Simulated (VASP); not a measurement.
# AlCo (P4/mmm) in VASP: further runs

Runs on AlCo. Level: PBE. Tasks: single point.

Program: VASP 6.6.1. These are calculated values, not measurements. Logs are shortened: lines on timing, memory, paths and dates and some standing lists are left out, and cuts for length are marked.

## (1) The cell of the first run

Symmetry: P4/mmm, No. 123, tetragonal system. Conventional cell: a = 2.852 Å, b = 2.852 Å, c = 2.781 Å, α = 90.00°, β = 90.00°, γ = 90.00°. Within 3.2 Å of Al (site symmetry 4/mmm) lie 8 Co at 2.45 Å and 6 Al at 2.78 to 2.85 Å. Within 3.2 Å of Co (site symmetry 4/mmm) lie 8 Al at 2.45 Å and 6 Co at 2.78 to 2.85 Å.

## (2) Single point, PBE (strain -0.0250 x Voigt [1, 0, 0, 0, 0, 0])

File INCAR:

```
PREC     = Accurate       # precision mode
ENCUT    = 520            # plane-wave cutoff, eV
EDIFF    = 1E-6           # SCF threshold, eV
ISMEAR   = 0              # smearing method
SIGMA    = 0.15           # smearing width, eV
LREAL    = F              # projectors in reciprocal space
LASPH    = T              # aspherical terms in the spheres
NELM     = 100            # most SCF steps
ALGO     = Fast           # electronic algorithm
ISIF     = 2              # what is computed and relaxed
LWAVE    = F              # write WAVECAR
LCHARG   = F              # write CHGCAR
GGA      = PE             # functional
NBANDS   = 13             # bands
```

File KPOINTS:

```
Automatic mesh
0
Gamma
  22 22 22
```

File POSCAR:

```
AlCo
1.0
    2.7806048492      0.0000000000      0.0000000000
    0.0000000000      2.8519024094      0.0000000000
    0.0000000000      0.0000000000      2.8519024094
Al Co
1 1
Direct
    0.0000000000      0.0000000000      0.0000000000
    0.5000000000      0.5000000000      0.5000000000
```

Potentials or basis: VASP PAW PBE potentials, release 64 (Al, Co).

Started as:

```console
$ cat potpaw_PBE.64/Al/POTCAR potpaw_PBE.64/Co/POTCAR > POTCAR
$ mpirun -np 1 vasp_std > vasp.out
```

OUTCAR:

```text
PREC = Accurate
   ENCUT = 520
   EDIFF = 1E-6
   ISMEAR = 0
   LREAL = F
   LASPH = T
   NELM = 100
   ISIF = 2
   GGA = PE

 ion  position               nearest neighbor table
   1  0.000  0.000  0.000-   2 2.45   2 2.45   2 2.45   2 2.45   2 2.45   2 2.45   2 2.45   2 2.45

   2  0.500  0.500  0.500-   1 2.45   1 2.45   1 2.45   1 2.45   1 2.45   1 2.45   1 2.45   1 2.45

  LATTYP: Found a simple tetragonal cell.
 ALAT       =     2.8519024094
 C/A-ratio  =     0.9750000000

  Lattice vectors:

 A1 = (   0.0000000000,   2.8519024094,   0.0000000000)
 A2 = (   0.0000000000,   0.0000000000,   2.8519024094)
 A3 = (   2.7806048492,   0.0000000000,   0.0000000000)

Analysis of symmetry for initial positions (statically):
=====================================================================
 Subroutine PRICEL returns:
 Original cell was already a primitive cell.

 Routine SETGRP: Setting up the symmetry group for a
 simple tetragonal supercell.

 Subroutine GETGRP returns: Found 16 space group operations
 (whereof 16 operations were pure point group operations)
 out of a pool of 16 trial point group operations.

The static configuration has the point symmetry D_4h.

Analysis of symmetry for dynamics (positions and initial velocities):
=====================================================================
 Subroutine PRICEL returns:
 Original cell was already a primitive cell.

 Routine SETGRP: Setting up the symmetry group for a
 simple tetragonal supercell.

 Subroutine GETGRP returns: Found 16 space group operations
 (whereof 16 operations were pure point group operations)
 out of a pool of 16 trial point group operations.

The dynamic configuration has the point symmetry D_4h.

 Subroutine INISYM returns: Found 16 space group operations
 (whereof 16 operations are pure point group operations),
 and found     1 'primitive' translations

----------------------------------------------------------------------------------------

                                     Primitive cell

  volume of cell :      22.6156

  direct lattice vectors                    reciprocal lattice vectors
     2.780604849  0.000000000  0.000000000     0.359633984  0.000000000  0.000000000
     0.000000000  2.851902409  0.000000000     0.000000000  0.350643134  0.000000000
     0.000000000  0.000000000  2.851902409     0.000000000  0.000000000  0.350643134

  length of vectors
     2.780604849  2.851902409  2.851902409     0.359633984  0.350643134  0.350643134

  position of ions in fractional coordinates (direct lattice)
     0.000000000  0.000000000  0.000000000
     0.500000000  0.500000000  0.500000000

  ion indices of the primitive-cell ions
   primitive index   ion index
                 1           1
                 2           2

----------------------------------------------------------------------------------------

 KPOINTS: Automatic mesh

Automatic generation of k-mesh.
 Grid dimensions read from file:
 generate k-points for:   22   22   22

 Generating k-lattice:

  Cartesian coordinates                     Fractional coordinates (reciprocal lattice)
     0.016346999  0.000000000  0.000000000     0.045454545  0.000000000  0.000000000
     0.000000000  0.015938324  0.000000000     0.000000000  0.045454545  0.000000000
     0.000000000  0.000000000  0.015938324     0.000000000  0.000000000  0.045454545

  Length of vectors
     0.016346999  0.015938324  0.015938324

  Shift w.r.t. Gamma in fractional coordinates (k-lattice)
     0.000000000  0.000000000  0.000000000

 Subroutine IBZKPT returns following result:
 ===========================================

 Found    936 irreducible k-points:

 Following reciprocal coordinates:
            Coordinates               Weight
  0.000000  0.000000  0.000000      1.000000
  0.045455  0.000000  0.000000      2.000000
  0.090909  0.000000  0.000000      2.000000
  0.136364  0.000000  0.000000      2.000000
  0.181818  0.000000  0.000000      2.000000
  0.227273  0.000000  0.000000      2.000000
[... 16 lines left out ...]
  0.454545  0.045455  0.000000      8.000000
  0.500000  0.045455  0.000000      4.000000
 [... further k-points ...]
   k-points           NKPTS =    936   k-points in BZ     NKDIM =    936   number of bands    NBANDS=     13
   number of dos      NEDOS =    301   number of ions     NIONS =      2
   total plane-waves  NPLWV =  13824
   dimension x,y,z NGX =    24 NGY =   24 NGZ =   24
   dimension x,y,z NGXF=    48 NGYF=   48 NGZF=   48
   ions per type =               1   1
   NGX,Y,Z   is equivalent  to a cutoff of  14.35, 13.99, 13.99 a.u.
   NGXF,Y,Z  is equivalent  to a cutoff of  28.70, 27.98, 27.98 a.u.
 SYSTEM =  unknown system
   PREC   = accura    normal or accurate (medium, high low for compatibility)
   ISTART =      0    job   : 0-new  1-cont  2-samecut
   ICHARG =      2    charge: 1-file 2-atom 10-const
   ISPIN  =      1    spin polarized calculation?
   LNONCOLLINEAR =      F non collinear calculations
   LSORBIT =      F    spin-orbit coupling
   LASPH  =      T    aspherical Exc in radial PAW
   ENCUT  =  520.0 eV  38.22 Ry    6.18 a.u.   5.17  5.30  5.30*2*pi/ulx,y,z
   NELM   =    100;   NELMIN=  2; NELMDL= -5     # of ELM steps
   EDIFF  = 0.1E-05   stopping-criterion for ELM
   LREAL  =      F    real-space projection
   EDIFFG = 0.1E-04   stopping-criterion for IOM
   NSW    =      0    number of steps for IOM
   IBRION =     -1    ionic relax: 0-MD 1-quasi-New 2-CG
   NFREE  =      0    steps in history (QN), initial steepest desc. (CG)
   ISIF   =      2    stress and relaxation
   ISYM   =      2    0-nonsym 1-usesym 2-fastsym
   POTIM  = 0.5000    time-step for ionic-motion
   TEBEG  =    0.0;   TEEND  =   0.0 temperature during run
   PSTRESS=    0.0 pullay stress
   NELECT =      12.0000    total number of electrons
   NUPDOWN=      -1.0000    fix difference up-down
   EMIN   =  10.00;   EMAX   =-10.00  energy-range for DOS
   EFERMI =   0.00;   METHOD = LEGACY
   ISMEAR =     0;   SIGMA  =   0.15  broadening in eV -4-tet -1-fermi 0-gaus
   EFERMI_NEDOS =   21; number of points for ismear=-14 and -15
   IALGO  =     68    algorithm
   IMIX   =      4    mixing-type and parameters
     AMIX     =   0.40;   BMIX     =  1.00
     AMIX_MAG =   1.60;   BMIX_MAG =  1.00
  volume/ion in A,a.u.               =      11.31        76.31
  Fermi-wavevector in a.u.,A,eV,Ry     =   1.325355  2.504559 23.899547  1.756567
  Thomas-Fermi vector in A             =   2.454822
   LORBIT       =      0    0 simple, 1 ext, 2 COOP (PROOUT), +10 PAW based schemes
   GGA     = PE    functional components
   LHFCALC =     F    Hartree Fock is set to
   AEXX    =    0.0000 exact exchange contribution
   IVDW    =     0    specifies the selected vdW correction
   LEPSILON=     F    determine dielectric tensor
   LRPA    =     F    only Hartree local field effects (RPA)
 non-spin polarized calculation
 RMM-DIIS sequential band-by-band and
 Gauss-broadening in eV      SIGMA  =   0.15
  energy-cutoff  :      520.00
  volume of cell :       22.62
 maximum number of plane-waves:       626
 NGX is ok and might be reduce to    24
   NGX = 11   NGY = 11   NGZ = 11

 number of electron      11.9999999 magnetization

 Free energy of the ion-electron system (eV)
  ---------------------------------------------------
  ext. energy  EPLUGINS =         0.00000000
  ---------------------------------------------------
  free energy    TOTEN  =       -11.97898916 eV

  energy without entropy =      -11.96930043  energy(sigma->0) =      -11.97414480

 E-fermi :  10.8688     XC(G=0): -12.3789

 val. band max:       10.8686599703   @ k =   0.0000   0.5000   0.3182
 cond. band min:      10.8687896099   @ k =   0.3636   0.5000   0.2727
 fundamental gap:      0.0001296396
 Fermi energy:        10.8687839029

 k-point     1 :       0.0000    0.0000    0.0000
  band No.  band energies     occupation
      1      -0.3437      2.00000
      2       7.8008      2.00000
      3       7.8499      2.00000
      4       9.9546      2.00000
      5      10.0575      2.00000
      6      10.0575      2.00000
      7      16.6637      0.00000
      8      16.6637      0.00000
      9      17.6123      0.00000
     10      19.6299      0.00000
     11      19.7848      0.00000
     12      26.5299      0.00000
     13      32.4631      0.00000

 k-point     2 :       0.0455    0.0000    0.0000
  band No.  band energies     occupation
      1      -0.3025      2.00000
      2       7.8131      2.00000
      3       7.8499      2.00000
      4       9.9572      2.00000
      5      10.0326      2.00000
      6      10.0326      2.00000
      7      16.7224      0.00000
      8      16.7224      0.00000
      9      17.0896      0.00000
     10      19.6255      0.00000
     11      20.2533      0.00000
     12      26.6848      0.00000
     13      32.4153      0.00000

 k-point     3 :       0.0909    0.0000    0.0000
  band No.  band energies     occupation
      1      -0.1792      2.00000
      2       7.8454      2.00000
      3       7.8492      2.00000
      4       9.9616      2.00000
      5       9.9616      2.00000
      6       9.9651      2.00000
      7      16.0943      0.00000
      8      16.8953      0.00000
      9      16.8953      0.00000
     10      19.6124      0.00000
     11      21.0825      0.00000
     12      27.1554      0.00000
     13      31.3488      0.00000
[... 305 lines left out ...]
 k-point    23 :       0.4545    0.0455    0.0000
  band No.  band energies     occupation
      1       3.5303      2.00000
      2       4.9797      2.00000
      3       8.4584      2.00000
      4       9.0721      2.00000
      5       9.0890      2.00000
      6      10.0677      2.00000
      7      11.2669      0.00017
      8      19.1491      0.00000
      9      20.8221      0.00000
     10      21.0822      0.00000
     11      23.0142      0.00000
     12      23.1602      0.00000
     13      26.0673      0.00000

 k-point    24 :       0.5000    0.0455    0.0000
  band No.  band energies     occupation
      1       4.2441      2.00000
      2       4.2485      2.00000
      3       8.4742      2.00000
      4       9.0554      2.00000
      5       9.0724      2.00000
      6      10.0705      2.00000
      7      11.2397      0.00047
      8      19.1831      0.00000
      9      21.0475      0.00000
     10      21.4626      0.00000
     11      22.7027      0.00000
     12      22.7312      0.00000
     13      26.3976      0.00000

 [... further k-points ...]

------------------------ aborting loop because EDIFF is reached ----------------------------------------

  FORCE on cell =-STRESS in cart. coord.  units (eV):
  Direction    XX          YY          ZZ          XY          YZ          ZX
  --------------------------------------------------------------------------------------
  -------------------------------------------------------------------------------------
  Total        1.1158729      0.4100004      0.4100004      0.0000000      0.0000000      0.0000000
  in kB       79.0527013     29.0459955     29.0459955      0.0000000      0.0000000      0.0000000
  external PRESSURE =      45.7148974 kB  Pullay stress =       0.0000000 kB

 VOLUME and BASIS-vectors are now :
 -----------------------------------------------------------------------------
  energy-cutoff  :      520.00
  volume of cell :       22.62
      direct lattice vectors                 reciprocal lattice vectors
     2.780604849  0.000000000  0.000000000     0.359633984  0.000000000  0.000000000
     0.000000000  2.851902409  0.000000000     0.000000000  0.350643134  0.000000000
     0.000000000  0.000000000  2.851902409     0.000000000  0.000000000  0.350643134

 POSITION                                       TOTAL-FORCE (eV/Angst)
 -----------------------------------------------------------------------------------
      0.00000      0.00000      0.00000         0.000000      0.000000      0.000000
      1.39030      1.42595      1.42595         0.000000      0.000000      0.000000
 -----------------------------------------------------------------------------------
    total drift:                                0.000000     -0.000000     -0.000000

  FREE ENERGIE OF THE ION-ELECTRON SYSTEM (eV)
  ---------------------------------------------------
  free  energy   TOTEN  =       -11.9789891638 eV

  energy  without entropy=      -11.9693004274  energy(sigma->0) =      -11.97414480
```

It took 3.4 min on 1 thread of AMD EPYC 9R45 (Zen 5), shared host; peak memory 0.36 GiB.

What came out:

```
Free energy            : -11.9790 eV
Pressure               : 4.6 GPa
Band gap on the k mesh : zero (bands 6 and 7 overlap by 2.66 eV)
```

Caveat: the cell differs from its parent crystal (strain -0.0250 x Voigt [1, 0, 0, 0, 0, 0]); the stress differs along the axes, from 3 to 8 GPa; the run has no spin polarisation, though such a crystal can be magnetic. Spin polarisation is off, so any magnetic state and its effect on volume and gap are missing.

## (3) Single point, PBE (strain +0.0250 x Voigt [1, 0, 0, 0, 0, 0])

File INCAR:

```
SYSTEM = AlCo
ALGO = Fast
EDIFF = 1E-6
ENCUT = 520
GGA = PE
ISIF = 2
ISMEAR = 0
LASPH = .TRUE.
LCHARG = .FALSE.
LREAL = .FALSE.
LWAVE = .FALSE.
NBANDS = 13
NELM = 60
PREC = Accurate
SIGMA = 0.15
```

File KPOINTS:

```
k-points
0
G
  22 22 22
  0 0 0
```

Edit POSCAR of step 2 so:

```diff
@@ -2,3 +2,3 @@
 1.0
-    2.7806048492      0.0000000000      0.0000000000
+    2.9231999696      0.0000000000      0.0000000000
     0.0000000000      2.8519024094      0.0000000000
```

Potentials or basis: VASP PAW PBE potentials, release 64 (Al, Co).

Started as:

```console
$ cat potpaw_PBE.64/Al/POTCAR potpaw_PBE.64/Co/POTCAR > POTCAR
$ mpirun -np 1 vasp_std > vasp.out
```

Run time: 3.1 min. Hardware: 1 thread of AMD EPYC 9R45 (Zen 5), shared host; peak memory 0.37 GiB.

Results (log left out):

| Property | Result |
| --- | --- |
| Free energy | -11.9813 eV |
| Pressure | -4.4 GPa |
| Band gap on the k mesh | zero (bands 6 and 7 overlap by 2.60 eV) |

Stress tensor (GPa, compression positive):
```
-6.39  0.00  0.00
 0.00 -3.35  0.00
 0.00  0.00 -3.35
```

Levels at points of the mesh, in eV from the Fermi level:
```
           k point  band 4  band 5  band 6  band 7  band 8  band 9
(0.00, 0.00, 0.00)   -0.80   -0.80   -0.72    5.29    6.16    6.16
(0.50, 0.00, 0.00)   -1.57   -1.57   -0.63    0.06    8.40   10.72
(0.00, 0.50, 0.00)   -1.73   -1.56   -0.69    0.27    8.38    9.98
(0.50, 0.50, 0.00)   -2.57   -1.38   -1.36   -0.23    2.31    3.25
(0.00, 0.50, 0.50)   -2.48   -1.50   -1.50   -0.15    2.53    3.47
(0.50, 0.50, 0.50)   -0.21   -0.12    2.37    2.45    2.45    3.90
```

Caveat: the cell differs from its parent crystal (strain +0.0250 x Voigt [1, 0, 0, 0, 0, 0]); the cell stands under tension; the run has no spin polarisation, though such a crystal can be magnetic.

## (4) Single point, PBE (strain +0.0500 x Voigt [1, 0, 0, 0, 0, 0])

File INCAR:

```
SYSTEM = AlCo
  PREC = Accurate
  ENCUT = 520
  EDIFF = 1E-7
  ISMEAR = 0
  SIGMA = 0.15
  LREAL = .False.
  LASPH = .True.
  NELM = 60
  ALGO = Fast
  ISIF = 2
  LWAVE = .False.
  LCHARG = .True.
  GGA = PE
  LELF = .True.
  LVHAR = .True.
  NBANDS = 13
```

File KPOINTS:

```
regular mesh
0
Gamma
  22 22 22
  0 0 0
```

Edit POSCAR of step 3 so:

```diff
@@ -2,3 +2,3 @@
 1.0
-    2.9231999696      0.0000000000      0.0000000000
+    2.9944975299      0.0000000000      0.0000000000
     0.0000000000      2.8519024094      0.0000000000
```

Started as:

```console
$ cat potpaw_PBE.64/Al/POTCAR potpaw_PBE.64/Co/POTCAR > POTCAR
$ mpirun -np 1 vasp_std > vasp.out
```

Run time: 3.3 min. Hardware: 1 thread of AMD EPYC 9R45 (Zen 5), shared host; peak memory 0.38 GiB.

It converged, with:

```
Free energy            : -11.9502 eV
Pressure               : -7.7 GPa
Band gap on the k mesh : zero (bands 6 and 7 overlap by 2.58 eV)
```

Stress tensor (GPa, compression positive):
```
-10.96   0.00   0.00
  0.00  -6.00   0.00
  0.00   0.00  -6.00
```

Levels at points of the mesh, in eV from the Fermi level:
| k point | band 4 | band 5 | band 6 | band 7 | band 8 | band 9 |
| --- | --- | --- | --- | --- | --- | --- |
| (0.00, 0.00, 0.00) | -0.75 | -0.75 | -0.60 | 4.69 | 6.37 | 6.37 |
| (0.50, 0.00, 0.00) | -1.42 | -1.42 | -0.52 | -0.03 | 8.41 | 10.84 |
| (0.00, 0.50, 0.00) | -1.73 | -1.41 | -0.63 | 0.37 | 8.34 | 9.43 |
| (0.50, 0.50, 0.00) | -2.45 | -1.25 | -1.21 | -0.21 | 2.24 | 3.10 |
| (0.00, 0.50, 0.50) | -2.28 | -1.47 | -1.47 | -0.05 | 2.65 | 3.51 |
| (0.50, 0.50, 0.50) | -0.19 | -0.03 | 2.38 | 2.53 | 2.53 | 3.73 |

Caveat: the cell differs from its parent crystal (strain +0.0500 x Voigt [1, 0, 0, 0, 0, 0]); the cell stands under tension; the run has no spin polarisation, though such a crystal can be magnetic. Spin polarisation is off, so any magnetic state and its effect on volume and gap are missing.

## (5) Single point, PBE (strain +0.0750 x Voigt [1, 0, 0, 0, 0, 0])

File INCAR:

```
ALGO = Fast
EDIFF = 1E-6
ENCUT = 520
GGA = PE
ISIF = 2
ISMEAR = 0
LASPH = True
LCHARG = False
LREAL = False
LWAVE = False
NBANDS = 13
NELM = 80
PREC = Accurate
SIGMA = 0.15
```

File KPOINTS:

```
k-points
0
Gamma
  22 22 22
```

Edit POSCAR of step 4 so:

```diff
@@ -2,3 +2,3 @@
 1.0
-    2.9944975299      0.0000000000      0.0000000000
+    3.0657950901      0.0000000000      0.0000000000
     0.0000000000      2.8519024094      0.0000000000
```

Started as:

```console
$ cat potpaw_PBE.64/Al/POTCAR potpaw_PBE.64/Co/POTCAR > POTCAR
$ mpirun -np 1 vasp_std > vasp.out
```

Wall time 3 min (1 thread of AMD EPYC 9R45 (Zen 5), shared host); peak memory 0.39 GiB.

It converged, with:

| Quantity | Value |
| --- | --- |
| Free energy | -11.9033 eV |
| Pressure | -10.7 GPa |
| Band gap on the k mesh | zero (bands 6 and 7 overlap by 2.61 eV) |

Stress tensor (GPa, compression positive):
```
-14.99   0.00   0.00
  0.00  -8.59   0.00
  0.00   0.00  -8.59
```

Levels at points of the mesh, in eV from the Fermi level:
```tsv
k point	band 2	band 3	band 4	band 5	band 6	band 7	band 8	band 9	band 10	band 11
(0.00, 0.00, 0.00)	-2.57	-2.46	-0.68	-0.68	-0.47	4.15	6.58	6.58	8.09	8.80
(0.50, 0.00, 0.00)	-6.28	-2.06	-1.28	-1.28	-0.41	-0.10	8.44	10.98	10.98	11.19
(0.00, 0.50, 0.00)	-6.05	-1.95	-1.72	-1.25	-0.56	0.47	8.27	8.92	9.99	11.19
(0.50, 0.50, 0.00)	-2.73	-2.68	-2.33	-1.12	-1.07	-0.18	2.19	2.96	12.65	15.47
(0.00, 0.50, 0.50)	-2.54	-2.08	-2.08	-1.42	-1.42	0.05	2.77	3.54	11.01	14.18
(0.50, 0.50, 0.50)	-3.47	-3.45	-0.17	0.07	2.40	2.61	2.61	3.59	4.79	4.79
```

Caveat: the cell differs from its parent crystal (strain +0.0750 x Voigt [1, 0, 0, 0, 0, 0]); the stress differs along the axes, from -15 to -9 GPa; the run has no spin polarisation, though such a crystal can be magnetic. Spin polarisation is off, so any magnetic state and its effect on volume and gap are missing.

## (6) The runs side by side

```csv
cell,further INCAR settings,gap on the mesh (eV),pressure (GPa)
"a = 2.781, b = 2.852, c = 2.852 Å, 2 atoms",ALGO = Fast; EDIFF = 1e-06; NBANDS = 13,none,4.6
"a = 2.923, b = 2.852, c = 2.852 Å, 2 atoms",ALGO = Fast; EDIFF = 1e-06; NBANDS = 13,none,-4.4
"a = 2.994, b = 2.852, c = 2.852 Å, 2 atoms",ALGO = Fast; EDIFF = 1e-07; NBANDS = 13,none,-7.7
"a = 3.066, b = 2.852, c = 2.852 Å, 2 atoms",ALGO = Fast; EDIFF = 1e-06; NBANDS = 13,none,-10.7
```

Alike in all rows: task single point; level PBE; potentials or basis VASP PAW PBE potentials, release 64 (Al, Co); no spin polarisation; k mesh 22 × 22 × 22; cutoff (eV) 520; smearing gaussian 0.15 eV.

Caveats: the run has no spin polarisation, though such a crystal can be magnetic; the cell stands under tension (at least some runs); the stress differs along the axes, from 3 to 8 GPa (at least some runs); the stress differs along the axes, from -15 to -9 GPa (at least some runs).

Absolute energies hang on the potentials; compare differences alone.
